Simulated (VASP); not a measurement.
# Au (Cmcm) in VASP: notebook

Runs on Au. Level: LDA. Tasks: single point.

Everything below comes from runs of VASP 6.6.1. Logs are shortened: lines on timing, memory, paths and dates and some standing lists are left out, and cuts for length are marked.

### Step 1. The cell of the first run

The structure is orthorhombic, space group Cmcm (No. 63). The conventional cell has a = 2.745 Å, b = 4.972 Å, c = 4.759 Å, α = 90.00°, β = 90.00°, γ = 90.00°. Au (site symmetry m2m) has 12 Au at 2.75 to 2.89 Å within 3.6 Å.

### Step 2. Single point, LDA

The input, INCAR:

```
SYSTEM = Au
PREC = Accurate
ENCUT = 520
EDIFF = 1E-6
ISMEAR = 0
SIGMA = 0.1
LREAL = .False.
LASPH = .True.
NELM = 60
ALGO = Normal
ISIF = 2
LWAVE = .False.
LCHARG = .True.
LELF = .True.
LVHAR = .True.
NBANDS = 18
```

The input, KPOINTS:

```
regular mesh
0
Gamma
  12 12 6
  0 0 0
```

The input, POSCAR:

```
Au
1.0
    1.3726243363     -2.4858689586      0.0000000000
    1.3726243363      2.4858689586      0.0000000000
    0.0000000000      0.0000000000      4.7590424668
Au
2
Direct
    0.6653300000      0.3346700000      0.2500000000
    0.3346700000      0.6653300000      0.7500000000
```

Potentials or basis: VASP PAW LDA potentials, release 64 (Au).

On the command line:

```console
$ cat potpaw_LDA.64/Au/POTCAR > POTCAR
$ mpirun -np 1 vasp_std > vasp.out
```

OUTCAR:

```text
SYSTEM = Au
   PREC = Accurate
   ENCUT = 520
   EDIFF = 1E-6
   ISMEAR = 0
   LREAL = .False.
   LASPH = .True.
   NELM = 60
   ISIF = 2

 ion  position               nearest neighbor table
   1  0.665  0.335  0.250-   2 2.87   2 2.87   2 2.87   2 2.87   2 2.89   2 2.89
   2  0.335  0.665  0.750-   1 2.87   1 2.87   1 2.87   1 2.87   1 2.89   1 2.89

  LATTYP: Found a base centered orthorhombic cell.
 ALAT       =     2.7452486726
 B/A-ratio  =     1.8110337205
 C/A-ratio  =     1.7335560579

  Lattice vectors:

 A1 = (   1.3726243363,  -2.4858689586,   0.0000000000)
 A2 = (   1.3726243363,   2.4858689586,   0.0000000000)
 A3 = (   0.0000000000,   0.0000000000,   4.7590424668)

Analysis of symmetry for initial positions (statically):
=====================================================================
 Subroutine PRICEL returns:
 Original cell was already a primitive cell.

 Routine SETGRP: Setting up the symmetry group for a
 base centered orthorhombic supercell.

 Subroutine GETGRP returns: Found  8 space group operations
 (whereof  4 operations were pure point group operations)
 out of a pool of  8 trial point group operations.

The static configuration has the point symmetry C_2h.
 The point group associated with its full space group is D_2h.

Analysis of symmetry for dynamics (positions and initial velocities):
=====================================================================
 Subroutine PRICEL returns:
 Original cell was already a primitive cell.

 Routine SETGRP: Setting up the symmetry group for a
 base centered orthorhombic supercell.

 Subroutine GETGRP returns: Found  8 space group operations
 (whereof  4 operations were pure point group operations)
 out of a pool of  8 trial point group operations.

The dynamic configuration has the point symmetry C_2h.
 The point group associated with its full space group is D_2h.

 Subroutine INISYM returns: Found  8 space group operations
 (whereof  4 operations are pure point group operations),
 and found     1 'primitive' translations

----------------------------------------------------------------------------------------

                                     Primitive cell

  volume of cell :      32.4773

  direct lattice vectors                    reciprocal lattice vectors
     1.372624336 -2.485868959  0.000000000     0.364265726 -0.201136910  0.000000000
     1.372624336  2.485868959  0.000000000     0.364265726  0.201136910  0.000000000
     0.000000000  0.000000000  4.759042467     0.000000000  0.000000000  0.210126303

  length of vectors
     2.839655269  2.839655269  4.759042467     0.416107649  0.416107649  0.210126303

  position of ions in fractional coordinates (direct lattice)
     0.665330000  0.334670000  0.250000000
     0.334670000  0.665330000  0.750000000

  ion indices of the primitive-cell ions
   primitive index   ion index
                 1           1
                 2           2

----------------------------------------------------------------------------------------

 KPOINTS: regular mesh

Automatic generation of k-mesh.
 Grid dimensions read from file:
 generate k-points for:   12   12    6

 Generating k-lattice:

  Cartesian coordinates                     Fractional coordinates (reciprocal lattice)
     0.030355477 -0.016761409  0.000000000     0.083333333  0.000000000  0.000000000
     0.030355477  0.016761409  0.000000000     0.000000000  0.083333333  0.000000000
     0.000000000  0.000000000  0.035021051     0.000000000  0.000000000  0.166666667

  Length of vectors
     0.034675637  0.034675637  0.035021051

  Shift w.r.t. Gamma in fractional coordinates (k-lattice)
     0.000000000  0.000000000  0.000000000

 Subroutine IBZKPT returns following result:
 ===========================================

 Found    172 irreducible k-points:

 Following reciprocal coordinates:
            Coordinates               Weight
  0.000000  0.000000  0.000000      1.000000
  0.083333 -0.000000  0.000000      4.000000
  0.166667 -0.000000  0.000000      4.000000
  0.250000 -0.000000  0.000000      4.000000
  0.333333 -0.000000  0.000000      4.000000
  0.416667 -0.000000  0.000000      4.000000
[... 16 lines left out ...]
  0.500000  0.166667  0.000000      4.000000
 -0.416667  0.166667  0.000000      4.000000
 [... further k-points ...]
   k-points           NKPTS =    172   k-points in BZ     NKDIM =    172   number of bands    NBANDS=     18
   number of dos      NEDOS =    301   number of ions     NIONS =      2
   total plane-waves  NPLWV =  20736
   dimension x,y,z NGX =    24 NGY =   24 NGZ =   36
   dimension x,y,z NGXF=    48 NGYF=   48 NGZF=   72
   ions per type =               2
   NGX,Y,Z   is equivalent  to a cutoff of  14.05, 14.05, 12.58 a.u.
   NGXF,Y,Z  is equivalent  to a cutoff of  28.10, 28.10, 25.15 a.u.
 SYSTEM =  Au
   PREC   = accura    normal or accurate (medium, high low for compatibility)
   ISTART =      0    job   : 0-new  1-cont  2-samecut
   ICHARG =      2    charge: 1-file 2-atom 10-const
   ISPIN  =      1    spin polarized calculation?
   LNONCOLLINEAR =      F non collinear calculations
   LSORBIT =      F    spin-orbit coupling
   LASPH  =      T    aspherical Exc in radial PAW
   ENCUT  =  520.0 eV  38.22 Ry    6.18 a.u.   5.28  5.28  8.85*2*pi/ulx,y,z
   NELM   =     60;   NELMIN=  2; NELMDL= -5     # of ELM steps
   EDIFF  = 0.1E-05   stopping-criterion for ELM
   LREAL  =      F    real-space projection
   EDIFFG = 0.1E-04   stopping-criterion for IOM
   NSW    =      0    number of steps for IOM
   IBRION =     -1    ionic relax: 0-MD 1-quasi-New 2-CG
   NFREE  =      0    steps in history (QN), initial steepest desc. (CG)
   ISIF   =      2    stress and relaxation
   ISYM   =      2    0-nonsym 1-usesym 2-fastsym
   POTIM  = 0.5000    time-step for ionic-motion
   TEBEG  =    0.0;   TEEND  =   0.0 temperature during run
   PSTRESS=    0.0 pullay stress
   NELECT =      22.0000    total number of electrons
   NUPDOWN=      -1.0000    fix difference up-down
   EMIN   =  10.00;   EMAX   =-10.00  energy-range for DOS
   EFERMI =   0.00;   METHOD = LEGACY
   ISMEAR =     0;   SIGMA  =   0.10  broadening in eV -4-tet -1-fermi 0-gaus
   EFERMI_NEDOS =   21; number of points for ismear=-14 and -15
   IALGO  =     38    algorithm
   IMIX   =      4    mixing-type and parameters
     AMIX     =   0.40;   BMIX     =  1.00
     AMIX_MAG =   1.60;   BMIX_MAG =  1.00
  volume/ion in A,a.u.               =      16.24       109.58
  Fermi-wavevector in a.u.,A,eV,Ry     =   1.437769  2.716990 28.125701  2.067181
  Thomas-Fermi vector in A             =   2.556810
   LORBIT       =      0    0 simple, 1 ext, 2 COOP (PROOUT), +10 PAW based schemes
   GGA     = CA    functional components
   LHFCALC =     F    Hartree Fock is set to
   AEXX    =    0.0000 exact exchange contribution
   IVDW    =     0    specifies the selected vdW correction
   LEPSILON=     F    determine dielectric tensor
   LRPA    =     F    only Hartree local field effects (RPA)
 non-spin polarized calculation
 Gauss-broadening in eV      SIGMA  =   0.10
  energy-cutoff  :      520.00
  volume of cell :       32.48
 maximum number of plane-waves:       890
 NGX is ok and might be reduce to    24
   NGX = 11   NGY = 11   NGZ = 17

 number of electron      22.0000005 magnetization

 Free energy of the ion-electron system (eV)
  ---------------------------------------------------
  ext. energy  EPLUGINS =         0.00000000
  ---------------------------------------------------
  free energy    TOTEN  =        -8.84982086 eV

  energy without entropy =       -8.84580845  energy(sigma->0) =       -8.84781466

 E-fermi :  10.0459     XC(G=0): -13.2626

 val. band max:       10.0384090842   @ k =   0.5000   0.0833   0.3333
 cond. band min:      10.0657252104   @ k =   0.3333  -0.0000   0.3333
 fundamental gap:      0.0273161263
 Fermi energy:        10.0458921606

 k-point     1 :       0.0000    0.0000    0.0000
  band No.  band energies     occupation
      1      -0.3156      2.00000
      2       2.1762      2.00000
      3       4.8521      2.00000
      4       4.9070      2.00000
      5       5.2985      2.00000
      6       5.5753      2.00000
[... 10 lines left out ...]
     17      28.7540      0.00000
     18      29.7544      0.00000

 k-point     2 :       0.0833   -0.0000    0.0000
  band No.  band energies     occupation
      1      -0.0757      2.00000
      2       2.3837      2.00000
      3       4.8100      2.00000
      4       5.0983      2.00000
      5       5.3678      2.00000
      6       5.5825      2.00000
[... 10 lines left out ...]
     17      27.8106      0.00000
     18      28.4488      0.00000

 k-point     3 :       0.1667   -0.0000    0.0000
  band No.  band energies     occupation
      1       0.6039      2.00000
      2       2.9083      2.00000
      3       4.6679      2.00000
      4       5.2887      2.00000
      5       5.4264      2.00000
      6       5.5620      2.00000
[... 10 lines left out ...]
     17      26.6901      0.00000
     18      27.8132      0.00000

 k-point     4 :       0.2500   -0.0000    0.0000
  band No.  band energies     occupation
      1       1.5645      2.00000
      2       3.2896      2.00000
      3       4.5352      2.00000
      4       4.7225      2.00000
      5       5.1106      2.00000
      6       5.7144      2.00000
[... 375 lines left out ...]
      4       5.0072      2.00000
      5       5.4001      2.00000
      6       5.5148      2.00000
[... 10 lines left out ...]
     17      22.5219      0.00000
     18      24.1610      0.00000

 k-point    23 :       0.5000    0.1667    0.0000
  band No.  band energies     occupation
      1       3.3248      2.00000
      2       3.4274      2.00000
      3       3.5501      2.00000
      4       5.0764      2.00000
      5       5.1484      2.00000
      6       5.4747      2.00000
[... 10 lines left out ...]
     17      23.4272      0.00000
     18      24.4118      0.00000

 k-point    24 :      -0.4167    0.1667    0.0000
  band No.  band energies     occupation
      1       2.9361      2.00000
      2       3.6764      2.00000
      3       3.8881      2.00000
      4       4.4227      2.00000
      5       5.1276      2.00000
      6       5.3949      2.00000
[... 10 lines left out ...]
     17      24.4873      0.00000
     18      25.5482      0.00000

 [... further k-points ...]

------------------------ aborting loop because EDIFF is reached ----------------------------------------

  FORCE on cell =-STRESS in cart. coord.  units (eV):
  Direction    XX          YY          ZZ          XY          YZ          ZX
  --------------------------------------------------------------------------------------
  -------------------------------------------------------------------------------------
  Total        1.3957357      0.9036846      0.9144338      0.0000000      0.0000000      0.0000000
  in kB       68.8548080     44.5808112     45.1110930      0.0000000      0.0000000      0.0000000
  external PRESSURE =      52.8489041 kB  Pullay stress =       0.0000000 kB

 VOLUME and BASIS-vectors are now :
 -----------------------------------------------------------------------------
  energy-cutoff  :      520.00
  volume of cell :       32.48
      direct lattice vectors                 reciprocal lattice vectors
     1.372624336 -2.485868959  0.000000000     0.364265726 -0.201136910  0.000000000
     1.372624336  2.485868959  0.000000000     0.364265726  0.201136910  0.000000000
     0.000000000  0.000000000  4.759042467     0.000000000  0.000000000  0.210126303

 POSITION                                       TOTAL-FORCE (eV/Angst)
 -----------------------------------------------------------------------------------
      1.37262     -0.82198      1.18976         0.000000      0.015830      0.000000
      1.37262      0.82198      3.56928         0.000000     -0.015830     -0.000000
 -----------------------------------------------------------------------------------
    total drift:                                0.000000      0.000000      0.000000

  FREE ENERGIE OF THE ION-ELECTRON SYSTEM (eV)
  ---------------------------------------------------
  free  energy   TOTEN  =        -8.8498208586 eV

  energy  without entropy=       -8.8458084542  energy(sigma->0) =       -8.84781466
```

Wall time 22 s (1 thread of Intel Xeon 6975P-C (Granite Rapids), shared host); peak memory 0.2 GiB.

What came out:

- Free energy: -8.8498 eV
- Pressure: 5.3 GPa
- Largest force: 0.016 eV/Å
- Band gap on the k mesh: zero (band 11 reaches 14.49 eV, above the bottom of band 12 at 7.44 eV)

Forces on the atoms (eV/Å):
```
Au   0.000  0.016  0.000
Au   0.000 -0.016  0.000
```

Stress tensor (GPa, compression positive):
```
6.89 0.00 0.00
0.00 4.46 0.00
0.00 0.00 4.51
```

Caveat: spin-orbit coupling is left out, which moves the levels of the heavy elements.

### Step 3. Single point, LDA

This run uses another cell than the first one, of 16.71 Å³/atom, 1.029 times its volume.

The input, INCAR:

```
SYSTEM = Au
PREC = Accurate ; ENCUT = 520
EDIFF = 1E-6 ; ISMEAR = 0
SIGMA = 0.1 ; LREAL = .False.
LASPH = .True. ; NELM = 80
ALGO = Normal ; ISIF = 2
LWAVE = .False. ; LCHARG = .False.
GGA = CA ; NBANDS = 18
```

The input, KPOINTS:

```
Automatic mesh
0
Gamma
  12 12 6
  0 0 0
```

The input, POSCAR:

```
Au
1.0
    1.3857602956     -2.5096586238      0.0000000000
    1.3857602956      2.5096586238      0.0000000000
    0.0000000000      0.0000000000      4.8045863103
Au
2
Direct
    0.6653300000      0.3346700000      0.2500000000
    0.3346700000      0.6653300000      0.7500000000
```

Potentials or basis: VASP PAW LDA potentials, release 64 (Au).

On the command line:

```console
$ cat potpaw_LDA.64/Au/POTCAR > POTCAR
$ mpirun -np 1 vasp_std > vasp.out
```

It took 22 s on 1 thread of Intel Xeon 6975P-C (Granite Rapids), shared host; peak memory 0.2 GiB.

It converged, with:

| Property | Result |
| --- | --- |
| Free energy | -8.8640 eV |
| Pressure | -0.5 GPa |
| Largest force | 0.010 eV/Å |
| Band gap on the k mesh | zero (band 11 reaches 13.85 eV, above the bottom of band 12 at 6.99 eV) |

Forces in eV/Å, atoms in the order of the input:
```
Au   0.000  0.010  0.000
Au   0.000 -0.010  0.000
```

Stress tensor (GPa, compression positive):
```
 0.44  0.00  0.00
 0.00 -1.14  0.00
 0.00  0.00 -0.89
```

Levels at points of the mesh, in eV from the Fermi level:
| k point | band 7 | band 8 | band 9 | band 10 | band 11 | band 12 | band 13 | band 14 | band 15 | band 16 |
| --- | --- | --- | --- | --- | --- | --- | --- | --- | --- | --- |
| (0.00, 0.00, 0.00) | -4.04 | -3.61 | -3.43 | -2.17 | -2.10 | -1.28 | 2.71 | 14.58 | 15.58 | 16.80 |
| (0.50, 0.00, 0.00) | -3.69 | -1.95 | -1.77 | -1.59 | 0.56 | 1.92 | 5.93 | 7.46 | 7.69 | 10.12 |
| (0.50, 0.50, 0.00) | -3.85 | -1.85 | -1.85 | -1.65 | 0.29 | 1.43 | 5.51 | 7.13 | 7.17 | 11.35 |
| (0.00, 0.00, 0.50) | -4.38 | -4.38 | -2.69 | -2.69 | -2.53 | -2.53 | 10.60 | 10.60 | 14.91 | 14.91 |
| (0.50, 0.00, 0.50) | -2.42 | -2.42 | -1.65 | -1.65 | 0.60 | 0.60 | 4.38 | 4.38 | 13.33 | 13.33 |
| (0.50, 0.50, 0.50) | -2.42 | -2.42 | -1.73 | -1.73 | 0.21 | 0.21 | 3.80 | 3.80 | 12.89 | 12.89 |

Caveat: spin-orbit coupling is left out, which moves the levels of the heavy elements.

### Step 4. Single point, LDA

This run uses another cell than the first one, of 17.18 Å³/atom, 1.058 times its volume.

The input, INCAR:

```
PREC = Accurate ; ENCUT = 520
EDIFF = 1E-6 ; ISMEAR = 0
SIGMA = 0.1 ; LREAL = F
LASPH = T ; NELM = 100
ALGO = Normal ; ISIF = 2
LWAVE = F ; LCHARG = F
GGA = CA ; NBANDS = 18
```

The input, KPOINTS:

```
Automatic mesh
0
Gamma
  12 12 6
```

The input, POSCAR:

```
Au
1.0
    1.3986518293     -2.5330056261      0.0000000000
    1.3986518293      2.5330056261      0.0000000000
    0.0000000000      0.0000000000      4.8492827031
Au
2
Direct
    0.6653300000      0.3346700000      0.2500000000
    0.3346700000      0.6653300000      0.7500000000
```

On the command line:

```console
$ cat potpaw_LDA.64/Au/POTCAR > POTCAR
$ mpirun -np 1 vasp_std > vasp.out
```

Run time: 22 s. Hardware: 1 thread of Intel Xeon 6975P-C (Granite Rapids), shared host; peak memory 0.2 GiB.

Results (log left out):

```
Free energy            : -8.8473 eV
Pressure               : -5.3 GPa
Largest force          : 0.006 eV/Å
Band gap on the k mesh : zero (band 11 reaches 13.24 eV, above the bottom of band 12 at 6.57 eV)
```

Forces in eV/Å, atoms in the order of the input:
```
Au   0.000  0.006  0.000
Au   0.000 -0.006  0.000
```

Stress tensor (GPa, compression positive):
```
-4.90  0.00  0.00
 0.00 -5.68  0.00
 0.00  0.00 -5.30
```

Levels at points of the mesh, in eV from the Fermi level:
```csv
k point,band 9,band 10,band 11,band 12,band 13,band 14
"(0.00, 0.00, 0.00)",-3.34,-2.15,-2.07,-1.15,2.57,14.58
"(0.50, 0.00, 0.00)",-1.76,-1.60,0.55,1.84,5.83,7.36
"(0.50, 0.50, 0.00)",-1.84,-1.65,0.28,1.36,5.43,6.96
"(0.00, 0.00, 0.50)",-2.64,-2.64,-2.49,-2.49,10.41,10.41
"(0.50, 0.00, 0.50)",-1.65,-1.65,0.64,0.64,4.21,4.21
"(0.50, 0.50, 0.50)",-1.73,-1.73,0.26,0.26,3.65,3.65
```

Caveat: spin-orbit coupling is left out, which moves the levels of the heavy elements.

(Part 1 of 2 ends here.)
